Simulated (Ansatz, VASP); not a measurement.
**HPt6: VASP beside Ansatz**

Contents of INCAR:

```
SYSTEM = HPt6
PREC     = Accurate       ! precision mode
ENCUT    = 520            ! plane-wave cutoff, eV
EDIFF    = 1E-6           ! SCF threshold, eV
ISMEAR   = 0              ! smearing method
SIGMA    = 0.1            ! smearing width, eV
LREAL    = .FALSE.        ! projectors in reciprocal space
LASPH    = .TRUE.         ! aspherical terms in the spheres
NELM     = 100            ! most SCF steps
ALGO     = Normal         ! electronic algorithm
ISIF     = 2              ! what is computed and relaxed
LWAVE    = .FALSE.        ! write WAVECAR
LCHARG   = .TRUE.         ! write CHGCAR
LDIPOL   = .TRUE.       
IDIPOL   = 3            
DIPOL    = 0.5 0.5 0.293
GGA      = PE             ! functional
LELF     = .TRUE.         ! ELF
LVHAR    = .TRUE.       
LVACPOTAV= .TRUE.       
NBANDS   = 74             ! bands
```

File KPOINTS:

```
regular mesh
0
G
  5 5 1
  0 0 0
```

Contents of POSCAR:

```
HPt6
1.0
    5.6143281343      0.0000000000      0.0000000000
    0.0000000000      5.6143281343      0.0000000000
    0.0000000000      0.0000000000     21.8513792319
Pt H
12 2
Direct
    0.2500000000      0.2500000000      0.1830548066
    0.2500000000      0.7500000000      0.1830548066
    0.7500000000      0.2500000000      0.1830548066
    0.7500000000      0.7500000000      0.1830548066
    0.0000000000      0.0000000000      0.2712126041
    0.0000000000      0.5000000000      0.2712126041
    0.5000000000      0.0000000000      0.2712126041
    0.5000000000      0.5000000000      0.2712126041
    0.2500000000      0.2500000000      0.3593081768
    0.2500000000      0.7500000000      0.3593081768
    0.7500000000      0.2500000000      0.3593081768
    0.7500000000      0.7500000000      0.3593081768
   -0.0818441653      0.0000000000      0.4238349961
    0.0818441653      0.0000000000      0.4238349961
```

Input for Ansatz:

```yaml
crystal:
  lattice:
    - [5.6143281343, 0.0, 0.0]
    - [0.0, 5.6143281343, 0.0]
    - [0.0, 0.0, 21.8513792319]
  atoms:
    - { symbol: Pt, position: [0.25, 0.25, 0.1830548066] }
    - { symbol: Pt, position: [0.25, 0.75, 0.1830548066] }
    - { symbol: Pt, position: [0.75, 0.25, 0.1830548066] }
    - { symbol: Pt, position: [0.75, 0.75, 0.1830548066] }
    - { symbol: Pt, position: [0.0, 0.0, 0.2712126041] }
    - { symbol: Pt, position: [0.0, 0.5, 0.2712126041] }
    - { symbol: Pt, position: [0.5, 0.0, 0.2712126041] }
    - { symbol: Pt, position: [0.5, 0.5, 0.2712126041] }
    - { symbol: Pt, position: [0.25, 0.25, 0.3593081768] }
    - { symbol: Pt, position: [0.25, 0.75, 0.3593081768] }
    - { symbol: Pt, position: [0.75, 0.25, 0.3593081768] }
    - { symbol: Pt, position: [0.75, 0.75, 0.3593081768] }
    - { symbol: H, position: [-0.0818441653, 0.0, 0.4238349961] }
    - { symbol: H, position: [0.0818441653, 0.0, 0.4238349961] }
basis:
  ecutwfc: 420
kpoints:
  mp_grid: { grid: [5, 5, 1] }
hamiltonian:
  xc: pbe
  pseudopotentials: { kind: paw, azcp: { folder: soft_1 } }
scf:
  occupations: { method: gaussian, width: 0.1 }
output:
  forces: true
  eigenvalues: true
efield:
  axis: 3
  dipole_correction: true
  ramp_width: 0.04
```

Alike in both runs: task single point; functional PBE; k mesh 5 × 5 × 1; occupations gaussian, width 0.1 eV; no spin polarisation.

|  | VASP | Ansatz |
| --- | --- | --- |
| version | VASP 6.6.1 | Ansatz 0.2.0 |
| potentials or method | VASP PAW PBE potentials, release 64 (Pt, H), cutoff 520 eV | scalar-relativistic, plane waves, PAW |
| valence electrons in the cell | 122 | 218 |

|  | VASP | Ansatz | Ansatz less VASP |
| --- | --- | --- | --- |
| gap on the k mesh at the Fermi level (eV) | none | none | - |
| rms of the force components (eV/Å) | 0.144 | 0.148 | +0.0044 |
| work function, face that differs most (eV) | 5.30 | 5.30 | -0.001 |

Atom by atom the forces differ by 0.008 eV/Å (rms over components). A gap of «none» marks a metal or a gap that the smearing closes. The functional is the same, so the differences come from potentials, cutoffs and numerics. VASP's potentials hold 122 valence electrons a cell and Ansatz's 218, so a difference there can come from the potentials and not from the codes.

Spin-orbit coupling is off throughout.
